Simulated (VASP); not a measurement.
Set up this calculation in VASP 6.6.1, as the native input.

```
Task                   : single point
Functional             : r2SCAN
Potentials or basis    : VASP PAW PBE potentials, release 64 (Ti_sv, C)
Cutoff                 : 520 eV
k mesh                 : 12 × 12 × 12
Occupations            : gaussian, width 0.1 eV
Spin                   : no spin polarisation
Dipole correction      : no
Further INCAR settings : ALGO = Normal; EDIFF = 1e-06; NBANDS = 24
```

Crystal: TiC.

```
Ti C
1.0
     3.60485    0.00000    0.00000
    -1.80243    3.12189    0.00000
     0.00000    0.00000    4.28499
Ti C
2 2
Direct
  0.33333 0.66667 0.94104
  0.66667 0.33333 0.44104
  0.33333 0.66667 0.44106
  0.66667 0.33333 0.94106
```

One way to write it, as run:

POSCAR

```
TiC
1.0
    3.6048529153      0.0000000000      0.0000000000
   -1.8024264577      3.1218942016      0.0000000000
    0.0000000000      0.0000000000      4.2849919965
Ti C
2 2
Direct
    0.3333333333      0.6666666667      0.9410369259
    0.6666666667      0.3333333333      0.4410369259
    0.3333333333      0.6666666667      0.4410630741
    0.6666666667      0.3333333333      0.9410630741
```

INCAR.step1

```
PREC     = Accurate       # precision mode
ENCUT    = 520            # plane-wave cutoff, eV
ISMEAR   = 0              # smearing method
SIGMA    = 0.1            # smearing width, eV
LREAL    = False          # projectors in reciprocal space
LASPH    = True           # aspherical terms in the spheres
NELM     = 100            # most SCF steps
NBANDS   = 24             # bands
GGA      = PE             # functional
ALGO     = Normal         # electronic algorithm
EDIFF    = 1E-4           # SCF threshold, eV
LWAVE    = True           # write WAVECAR
LCHARG   = False          # write CHGCAR
```

INCAR.step2

```
PREC     = Accurate       # precision mode
ENCUT    = 520            # plane-wave cutoff, eV
EDIFF    = 1E-6           # SCF threshold, eV
ISMEAR   = 0              # smearing method
SIGMA    = 0.1            # smearing width, eV
LREAL    = False          # projectors in reciprocal space
LASPH    = True           # aspherical terms in the spheres
NELM     = 100            # most SCF steps
ALGO     = Normal         # electronic algorithm
ISIF     = 2              # what is computed and relaxed
LWAVE    = False          # write WAVECAR
LCHARG   = False          # write CHGCAR
METAGGA  = R2SCAN         # meta-GGA
LMIXTAU  = True         
NBANDS   = 24             # bands
ISTART   = 1
```

KPOINTS

```
Automatic mesh
0
Gamma
  12 12 12
```

Potentials or basis: VASP PAW PBE potentials, release 64 (Ti_sv, C).

Launch:

```sh
$ cat potpaw_PBE.64/Ti_sv/POTCAR potpaw_PBE.64/C/POTCAR > POTCAR
$ cp INCAR.step1 INCAR
$ mpirun -np 1 vasp_std > vasp.out
$ cp INCAR.step2 INCAR
$ mpirun -np 1 vasp_std > vasp.out
```

It gave:

- Pressure: 0.7 GPa
- Band gap on the k mesh: zero (bands 16 and 17 overlap by 1.17 eV)

Caveat: the PAW data sets were made with another functional, which shifts forces and pressure a little.

Run time: 14 min on 1 thread of Intel Xeon 8259CL, on a shared host, peak memory 0.27 GiB.
